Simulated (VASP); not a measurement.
# InO in VASP: a series of runs, part 2 of 2

VASP 6.6.1.

### Step 3. Single point, PBE (strain +0.000 along x and y, -0.050 along z)

INCAR

```
SYSTEM = InO
ALGO     = Normal         ! electronic algorithm
EDIFF    = 1E-7           ! SCF threshold, eV
ENCUT    = 520            ! plane-wave cutoff, eV
GGA      = PE             ! functional
ISIF     = 2              ! what is computed and relaxed
ISMEAR   = 0              ! smearing method
LASPH    = .TRUE.         ! aspherical terms in the spheres
LCHARG   = .FALSE.        ! write CHGCAR
LREAL    = .FALSE.        ! projectors in reciprocal space
LWAVE    = .FALSE.        ! write WAVECAR
NBANDS   = 27             ! bands
NELM     = 100            ! most SCF steps
PREC     = Accurate       ! precision mode
SIGMA    = 0.03           ! smearing width, eV
```

KPOINTS

```
k-points
0
G
  12 12 2
  0 0 0
```

POSCAR

```
InO
1.0
    3.4536138013      0.0000000000      0.0000000000
   -1.7268069007      2.9909172868      0.0000000000
    0.0000000000      0.0000000000     15.0832450000
In O
2 2
Direct
    0.6666666667      0.3333333333      0.5900210000
    0.6666666667      0.3333333333      0.4099790000
    0.0000000000      0.0000000000      0.6398670000
    0.0000000000      0.0000000000      0.3601330000
```

Potentials or basis: VASP PAW PBE potentials, release 64 (In_d, O).

Started as:

```console
> cat potpaw_PBE.64/In_d/POTCAR potpaw_PBE.64/O/POTCAR > POTCAR
> mpirun -np 1 vasp_std > vasp.out
```

OUTCAR:

```text
SYSTEM = InO
   EDIFF = 1E-7
   ENCUT = 520
   GGA = PE
   ISIF = 2
   ISMEAR = 0
   LASPH = .TRUE.
   LREAL = .FALSE.
   NELM = 100
   PREC = Accurate

 ion  position               nearest neighbor table
   1  0.667  0.333  0.590-   3 2.13   3 2.13   3 2.13   2 2.72
   2  0.667  0.333  0.410-   4 2.13   4 2.13   4 2.13   1 2.72
   3  0.000  0.000  0.640-   1 2.13   1 2.13   1 2.13
   4  0.000  0.000  0.360-   2 2.13   2 2.13   2 2.13

  LATTYP: Found a hexagonal cell.
 ALAT       =     3.4536138013
[... 911 lines left out ...]
     26       7.0631      0.00000
     27       7.6638      0.00000

 [... further k-points ...]
[... 5 lines left out ...]
  --------------------------------------------------------------------------------------
  -------------------------------------------------------------------------------------
  Total        0.6732643      0.6732643      2.6614024     -0.0000000      0.0000000      0.0000000
  in kB        6.9234599      6.9234599     27.3683219     -0.0000000      0.0000000      0.0000000
  external PRESSURE =      13.7384139 kB  Pullay stress =       0.0000000 kB

 VOLUME and BASIS-vectors are now :
 -----------------------------------------------------------------------------
  energy-cutoff  :      520.00
  volume of cell :      155.80
      direct lattice vectors                 reciprocal lattice vectors
     3.453613801  0.000000000  0.000000000     0.289551773  0.167172794  0.000000000
    -1.726806901  2.990917287  0.000000000     0.000000000  0.334345588  0.000000000
     0.000000000  0.000000000 15.083245000     0.000000000  0.000000000  0.066298731

 POSITION                                       TOTAL-FORCE (eV/Angst)
 -----------------------------------------------------------------------------------
      1.72681      0.99697      8.89943         0.000000      0.000000      0.491895
      1.72681      0.99697      6.18381        -0.000000      0.000000     -0.491895
      0.00000      0.00000      9.65127        -0.000000      0.000000      0.329977
      0.00000      0.00000      5.43197        -0.000000     -0.000000     -0.329977
 -----------------------------------------------------------------------------------
    total drift:                                0.000000     -0.000000      0.000000

  FREE ENERGIE OF THE ION-ELECTRON SYSTEM (eV)
  ---------------------------------------------------
  free  energy   TOTEN  =       -19.3573860269 eV

  energy  without entropy=      -19.3573860269  energy(sigma->0) =      -19.35738603
```

OSZICAR:

```text
N       E                     dE             d eps       ncg     rms          rms(c)
DAV:   1     0.402200796754E+03    0.40220E+03   -0.18083E+04  2060   0.145E+03
DAV:   2     0.423154025527E+02   -0.35989E+03   -0.34618E+03  2236   0.385E+02
DAV:   3    -0.205556678262E+02   -0.62871E+02   -0.61857E+02  2563   0.177E+02
[... 14 lines left out ...]
DAV:  18    -0.193573796003E+02   -0.29807E-04   -0.12208E-06  2207   0.541E-03    0.127E-03
DAV:  19    -0.193573851849E+02   -0.55846E-05   -0.23123E-07  1801   0.337E-03    0.506E-04
DAV:  20    -0.193573858915E+02   -0.70660E-06   -0.43099E-08  1679   0.235E-03    0.197E-04
DAV:  21    -0.193573860232E+02   -0.13169E-06   -0.18324E-08  1696   0.850E-04    0.180E-04
DAV:  22    -0.193573860269E+02   -0.37562E-08   -0.24222E-09  1661   0.471E-04
   1 F= -.19357386E+02 E0= -.19357386E+02  d E =-.603089E-23
```

stdout:

```text
POSCAR found type information on POSCAR InO
 POSCAR found :  2 types and       4 ions
 scaLAPACK will be used
 LDA part: xc-table for (Slater+PW92), standard interpolation
 POSCAR, INCAR and KPOINTS ok, starting setup
 FFT: planning ... GRIDC
 FFT: planning ... GRID_SOFT
 FFT: planning ... GRID
 WAVECAR not read
 entering main loop
```

It took 2.2 min on 1 thread of Intel Xeon 6975P-C (Granite Rapids), shared host; peak memory 0.34 GiB.

What came out:

- Free energy: -19.3574 eV
- Largest force: 0.492 eV/Å
- Band gap on the k mesh: 0.52 eV, indirect (least direct gap 1.18 eV)

Forces on the atoms (eV/Å):
```
In   0.000  0.000  0.492
In   0.000  0.000 -0.492
O    0.000  0.000  0.330
O    0.000  0.000 -0.330
```

Caveat: the cell differs from its parent crystal (strain +0.000 along x and y, -0.050 along z); spin-orbit coupling is left out, which moves the levels of the heavy elements.

### Step 4. Single point, PBE (strain -0.025 along x and y, +0.000 along z)

INCAR

```
ALGO = Normal ; EDIFF = 1E-6
ENCUT = 520 ; GGA = PE
ISIF = 2 ; ISMEAR = 0
LASPH = True ; LCHARG = False
LREAL = False ; LWAVE = False
NBANDS = 27 ; NELM = 100
PREC = Accurate ; SIGMA = 0.03
```

KPOINTS

```
k-points
0
Gamma
  12 12 2
```

POSCAR

```
InO
1.0
    3.3672734563      0.0000000000      0.0000000000
   -1.6836367282      2.9161443546      0.0000000000
    0.0000000000      0.0000000000     15.8771000000
In O
2 2
Direct
    0.6666666667      0.3333333333      0.5900210000
    0.6666666667      0.3333333333      0.4099790000
    0.0000000000      0.0000000000      0.6398670000
    0.0000000000      0.0000000000      0.3601330000
```

Started as:

```console
> cat potpaw_PBE.64/In_d/POTCAR potpaw_PBE.64/O/POTCAR > POTCAR
> mpirun -np 1 vasp_std > vasp.out
```

Wall time 2.2 min (1 thread of Intel Xeon 6975P-C (Granite Rapids), shared host); peak memory 0.35 GiB.

It converged, with:

| Quantity | Value |
| --- | --- |
| Free energy | -19.3358 eV |
| Largest force | 0.503 eV/Å |
| Band gap on the k mesh | 0.34 eV, indirect (least direct gap 1.29 eV) |

Forces in eV/Å, atoms in the order of the input:
```
In   0.000  0.000 -0.503
In   0.000  0.000  0.503
O    0.000  0.000  0.492
O    0.000  0.000 -0.492
```

Levels at points of the mesh, in eV from the valence-band top:
| k point | band 15 | band 16 | band 17 | band 18 | band 19 | band 20 | band 21 | band 22 | band 23 | band 24 |
| --- | --- | --- | --- | --- | --- | --- | --- | --- | --- | --- |
| (0.00, 0.00, 0.00) | -1.89 | -1.89 | -1.86 | -1.86 | -0.96 | 0.34 | 3.30 | 5.99 | 6.04 | 7.97 |
| (0.50, 0.00, 0.00) | -2.90 | -2.87 | -2.76 | -2.29 | -0.33 | 2.23 | 4.38 | 5.31 | 7.14 | 8.55 |
| (0.00, 0.00, 0.50) | -1.89 | -1.89 | -1.86 | -1.86 | -0.96 | 0.34 | 3.30 | 5.77 | 6.46 | 7.21 |
| (0.50, 0.00, 0.50) | -2.90 | -2.87 | -2.76 | -2.29 | -0.33 | 2.23 | 4.38 | 5.31 | 7.14 | 8.55 |

Caveat: the cell differs from its parent crystal (strain -0.025 along x and y, +0.000 along z); spin-orbit coupling is left out, which moves the levels of the heavy elements.

### Step 5. Summary

```tsv
cell	gap on the mesh (eV)	largest force (eV/Å)
a = 3.626, b = 3.626, c = 16.671 Å, angles 90.0, 90.0, 120.0°, 4 atoms	0.25	0.94
a = 3.454, b = 3.454, c = 15.083 Å, angles 90.0, 90.0, 120.0°, 4 atoms	0.52	0.49
a = 3.367, b = 3.367, c = 15.877 Å, angles 90.0, 90.0, 120.0°, 4 atoms	0.34	0.50
```

Alike in all rows: task single point; level PBE; potentials or basis VASP PAW PBE potentials, release 64 (In_d, O); no spin polarisation; k mesh 12 × 12 × 2; cutoff (eV) 520; smearing gaussian 0.03 eV.

Caveats: spin-orbit coupling is left out, which moves the levels of the heavy elements.

Total energies depend on the potentials used, so only differences within one code and one set of settings carry meaning.
